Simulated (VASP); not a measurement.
## Y: single point with PBE

The system is Y.

```
CELL_PARAMETERS angstrom
-1.54925 1.54925 1.54925
1.54925 -1.54925 1.54925
1.54925 1.54925 -1.54925
ATOMIC_POSITIONS crystal
Y 0.00000 0.00000 0.00000
```

This cell differs from its parent crystal: volume scaled by 0.45.

| Item | Value |
| --- | --- |
| Program | VASP 6.6.1 |
| Task | single point |
| Functional | PBE |
| Potentials or basis | VASP PAW PBE potentials, release 64 (Y_sv) |
| Cutoff | 520 eV |
| k mesh | 13 × 13 × 13 |
| Occupations | fermi-dirac, width 0.08 eV |
| Spin | no spin polarisation |

```json
{"Pressure": "99.3 GPa"}
```

Levels at points of the mesh, in eV from the Fermi level:
```tsv
k point	band 4	band 5	band 6	band 7	band 8	band 9
(0.00, 0.00, 0.00)	-19.50	-3.77	2.51	2.51	2.51	6.55
```

Run time: 22 s on 1 thread of AMD EPYC 7R43 64-Core Processor (Zen 3), on a shared host, peak memory 0.12 GiB.
